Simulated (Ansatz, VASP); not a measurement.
One calculation of C, two programs

File POSCAR:

```
C
1.0
    2.5031953733      0.0000000000      0.0000000000
   -1.2515976866      2.1678307839      0.0000000000
    0.0000000000      0.0000000000      4.1688692751
C
4
Direct
    0.3333333333      0.6666666667      0.0002313174
    0.6666666667      0.3333333333      0.5002313174
    0.3333333333      0.6666666667      0.3747686826
    0.6666666667      0.3333333333      0.8747686826
```

INCAR.step1

```
ALGO = Normal ; EDIFF = 1E-4
ENCUT = 520 ; GGA = PE
ISMEAR = 0 ; LASPH = T
LCHARG = F ; LREAL = F
LWAVE = T ; NBANDS = 16
NELM = 100 ; PREC = Accurate
SIGMA = 0.01
```

The input INCAR.step2:

```
ALGO = Normal ; EDIFF = 1E-6
ENCUT = 520 ; ISIF = 2
ISMEAR = 0 ; ISTART = 1
LASPH = T ; LCHARG = T
LELF = T ; LMIXTAU = T
LREAL = F ; LVHAR = T
LWAVE = F ; METAGGA = R2SCAN
NBANDS = 16 ; NELM = 100
PREC = Accurate ; SIGMA = 0.01
```

The input KPOINTS:

```
k-points
0
Gamma
  12 12 6
```

Input for Ansatz:

```yaml
crystal:
  lattice:
    - [2.5031953733, 0.0, 0.0]
    - [-1.2515976866, 2.1678307839, 0.0]
    - [0.0, 0.0, 4.1688692751]
  atoms:
    - { symbol: C, position: [0.3333333333, 0.6666666667, 0.0002313174] }
    - { symbol: C, position: [0.6666666667, 0.3333333333, 0.5002313174] }
    - { symbol: C, position: [0.3333333333, 0.6666666667, 0.3747686826] }
    - { symbol: C, position: [0.6666666667, 0.3333333333, 0.8747686826] }
kpoints:
  mp_grid: { grid: [12, 12, 6] }
  band_path:
    path:
      - [0.0, 0.0, 0.0]
      - [0.5, 0.0, 0.0]
      - [0.3333333333, 0.3333333333, 0.0]
      - [0.0, 0.0, 0.5]
      - [0.5, 0.0, 0.5]
      - [0.3333333333, 0.3333333333, 0.5]
    npoints: 1
hamiltonian:
  xc: r2scan
scf:
  occupations: { method: fixed }
  n_extra_bands: 5
output:
  forces: true
  stress: true
  eigenvalues: true
```

Alike in both runs: task single point; functional r2SCAN; k mesh 12 × 12 × 6; no spin polarisation.

```csv
,VASP,Ansatz
version,VASP 6.6.1,Ansatz 0.2.0
potentials or method,"VASP PAW PBE potentials, release 64 (C)","plane waves, PAW"
plane-wave cutoff (eV),520,500
occupations,"gaussian, width 0.01 eV",fixed
valence electrons in the cell,16,16
```

|  | VASP | Ansatz | Ansatz less VASP |
| --- | --- | --- | --- |
| gap on the k mesh at the Fermi level (eV) | 3.56 | 3.60 | +0.036 |
| pressure (GPa) | 1.0 | 0.0 | -1.01 |
| traceless stress, the component that is largest in VASP (GPa) | -0.05 | -0.01 | +0.046 |
| rms of the force components (eV/Å) | 0.006 | 0.001 | -0.0051 |

VASP's potentials were made for PBE, not for r2SCAN. Atom by atom the forces differ by 0.005 eV/Å (rms over components).
